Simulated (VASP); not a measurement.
Write the native input for VASP 6.6.1 that does the following.

```
Task                   : single point
Functional             : PBEsol
Potentials or basis    : VASP PAW PBE potentials, release 64 (As, Ga_d, H)
Cutoff                 : 520 eV
k mesh                 : 9 × 9 × 1
Occupations            : gaussian, width 0.05 eV
Spin                   : collinear spin
Starting moments       : [0.0, 0.0, 0.0, 0.0, 0.0, 0.0, 1.0] μB
Dipole correction      : yes
Further INCAR settings : ALGO = Normal; EDIFF = 1e-07; NBANDS = 40
```

The structure of Ga3As3H lies in POSCAR:

```
Ga3As3H
1.0
    4.0010046534      0.0000000000      0.0000000000
   -2.0005023267      3.4649716705      0.0000000000
    0.0000000000      0.0000000000     26.3503148946
As Ga H
3 3 1
Direct
    0.0000000000      0.0000000000      0.3225767903
    0.3333333333      0.6666666667      0.4465527895
    0.6666666667      0.3333333333      0.5697237956
    0.3333333333      0.6666666667      0.3535707901
    0.6666666667      0.3333333333      0.4777175069
    0.0000000000      0.0000000000      0.6025440239
    0.0000000000      0.0000000000      0.6617654834
```

These files were run (other wordings do the same):

INCAR

```
ALGO = Normal
DIPOL = 0.5 0.5 0.491
EDIFF = 1E-7
ENCUT = 520
GGA = PS
IDIPOL = 3
ISIF = 2
ISMEAR = 0
ISPIN = 2
LASPH = T
LCHARG = T
LDIPOL = T
LELF = T
LORBIT = 11
LREAL = F
LVACPOTAV = T
LVHAR = T
LWAVE = F
MAGMOM = 0 0 0 0 0 0 1
NBANDS = 40
NELM = 150
PREC = Accurate
SIGMA = 0.05
```

KPOINTS

```
k-points
0
Gamma
  9 9 1
```

Potentials or basis: VASP PAW PBE potentials, release 64 (As, Ga_d, H).

The run is started by

```sh
$ cat potpaw_PBE.64/As/POTCAR potpaw_PBE.64/Ga_d/POTCAR potpaw_PBE.64/H/POTCAR > POTCAR
$ mpirun -np 1 vasp_std > vasp.out
```

It gave:

The largest force is 0.322 eV/Å and the net moment is 0.00 μB per cell. The valence electrons inside the program's atomic spheres are As 2.75, 2.81, 2.82; Ga 11.68, 11.69, 11.73; H 0.53.

Caveat: the PAW data sets were made with another functional, which shifts forces and pressure a little.

It took 29 min on 1 thread of Intel Xeon 8259CL (shared host), peak memory 0.72 GiB.
